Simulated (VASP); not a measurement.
A run of VASP 6.6.1:

INCAR

```
  PREC = Accurate
  ENCUT = 520
  EDIFF = 1E-6
  ISMEAR = 0
  SIGMA = 0.02
  LREAL = Auto
  LASPH = True
  NELM = 100
  ALGO = Normal
  ISIF = 2
  LWAVE = False
  LCHARG = False
  GGA = PE
  NBANDS = 42
  NELECT = 60.0
```

File KPOINTS:

```
regular mesh
0
Gamma
  2 3 3
```

POSCAR

```
Al8N7
1.0
   -3.1100000000     -5.3866780000      0.0000000000
    4.6650000000     -2.6933390000      0.0000000000
    0.0000000000      0.0000000000      4.9800000000
Al N
8 7
Direct
    0.5125784776      0.6484270237     -0.0163728916
    0.5046078971      0.3358532819      0.4236244980
    0.2730142454      0.1617494755     -0.0109361446
    0.2448625250      0.8323662278      0.4983753012
    0.0078509149      0.6570367300      0.0079742972
   -0.0167944448      0.3070167796      0.5089018072
    0.7476381465      0.1711240376     -0.0047028112
    0.7612178101      0.8510279505      0.5038740964
    0.5017091032      0.6935044611      0.3688287149
    0.5309055432      0.3243708981      0.7945240964
    0.2378530511      0.1615088937      0.3713369478
    0.2578216096      0.8240459176      0.8787297189
   -0.0028637495      0.6485585722      0.3886222892
    0.0167783754      0.3268505354      0.8905833333
    0.7604928751      0.8247219382      0.8902965863
```

Potentials or basis: VASP PAW PBE potentials, release 64 (Al, N).

Run with:

```sh
$ cat potpaw_PBE.64/Al/POTCAR potpaw_PBE.64/N/POTCAR > POTCAR
$ mpirun -np 1 vasp_std > vasp.out
```

Hardware: 1 thread of AMD EPYC 7R43 64-Core Processor (Zen 3), with other jobs on the host.

Q: How long does it take, and how much memory?

A: Wall time 3.1 min on 1 thread of AMD EPYC 7R43 64-Core Processor (Zen 3), with other jobs on the host, peak memory 0.22 GiB. Counts: scf iterations 14, k points 10.
